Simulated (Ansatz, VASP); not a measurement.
Two plane-wave programs on TaBe2

Contents of INCAR:

```
PREC = Accurate
ENCUT = 520
EDIFF = 1E-6
ISMEAR = 1
SIGMA = 0.05
LREAL = F
LASPH = T
NELM = 100
ALGO = Normal
ISIF = 2
LWAVE = F
LCHARG = F
GGA = CA
NBANDS = 24
```

The input KPOINTS:

```
regular mesh
0
Gamma
  6 6 6
```

The input POSCAR:

```
TaBe2
1.0
    0.0000000000      3.2118624166      3.2118624166
    3.2118624166      0.0000000000      3.2118624166
    3.2118624166      3.2118624166      0.0000000000
Ta Be
2 4
Direct
    0.7500000000      0.7500000000      0.7500000000
    0.5000000000      0.5000000000      0.5000000000
    0.1250000000      0.6250000000      0.1250000000
    0.1250000000      0.1250000000      0.6250000000
    0.6250000000      0.1250000000      0.1250000000
    0.1250000000      0.1250000000      0.1250000000
```

Input for Ansatz:

```yaml
crystal:
  lattice:
    - [0.0, 3.21186241664082, 3.21186241664082]
    - [3.21186241664082, 0.0, 3.21186241664082]
    - [3.21186241664082, 3.21186241664082, 0.0]
  atoms:
    - { symbol: Ta, position: [0.75, 0.75, 0.75] }
    - { symbol: Ta, position: [0.5, 0.5, 0.5] }
    - { symbol: Be, position: [0.125, 0.625, 0.125] }
    - { symbol: Be, position: [0.125, 0.125, 0.625] }
    - { symbol: Be, position: [0.625, 0.125, 0.125] }
    - { symbol: Be, position: [0.125, 0.125, 0.125] }
basis:
  ecutwfc: 420.0
kpoints:
  mp_grid:
    grid: [6, 6, 6]
hamiltonian:
  xc: lda
scf:
  occupations:
    method: cold
    width: 0.05
output:
  stress: true
```

Alike in both runs: task single point; functional LDA; k mesh 6 × 6 × 6; no spin polarisation.

```csv
,VASP,Ansatz
version,VASP 6.6.1,Ansatz 0.2.0
potentials or method,"VASP PAW LDA potentials, release 64 (Ta_pv, Be), cutoff 520 eV","plane waves, PAW"
occupations,"methfessel-paxton of order 1, width 0.05 eV","cold, width 0.05 eV"
valence electrons in the cell,30,34
```

Ansatz gave:

```
pressure (GPa) : -0.5
```

Task: What did VASP give for the same quantities?

Result: Pressure (GPa): 0.2.

LDA's correlation is that of Perdew and Zunger in VASP and of Perdew and Wang (1992) in Ansatz. VASP's potentials hold 30 valence electrons a cell and Ansatz's 34, so a difference there can come from the potentials and not from the codes.

Spin-orbit coupling is off throughout.
